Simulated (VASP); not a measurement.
Set up this calculation in VASP 6.6.1, as the native input.

| Item | Value |
| --- | --- |
| Task | single point |
| Functional | PBE |
| Potentials or basis | VASP PAW PBE potentials, release 64 (Rh_pv) |
| Cutoff | 520 eV |
| k mesh | 12 × 12 × 12 |
| Occupations | methfessel-paxton, width 0.3 eV |
| Spin | no spin polarisation |
| Dipole correction | no |
| Further INCAR settings | ALGO = Normal; EDIFF = 1e-07; NBANDS = 14 |

The structure of Rh lies in POSCAR:

```
Rh
1.0
    0.0000000000      1.8786784872      1.8786784872
    1.8786784872      0.0000000000      1.8786784872
    1.8786784872      1.8786784872      0.0000000000
Rh
1
Direct
    0.0000000000      0.0000000000      0.0000000000
```

These files were run (other wordings do the same):

INCAR

```
ALGO = Normal
EDIFF = 1E-7
ENCUT = 520
GGA = PE
ISIF = 2
ISMEAR = 1
LASPH = True
LCHARG = False
LREAL = False
LWAVE = False
NBANDS = 14
NELM = 80
PREC = Accurate
SIGMA = 0.3
```

KPOINTS

```
k-points
0
Gamma
  12 12 12
```

Potentials or basis: VASP PAW PBE potentials, release 64 (Rh_pv).

Command:

```console
$ cat potpaw_PBE.64/Rh_pv/POTCAR > POTCAR
$ mpirun -np 1 vasp_std > vasp.out
```

It gave:

The pressure is 16.8 GPa.

Run time: 17 s on 1 thread of Intel Xeon 8259CL (shared host), peak memory 0.13 GiB.
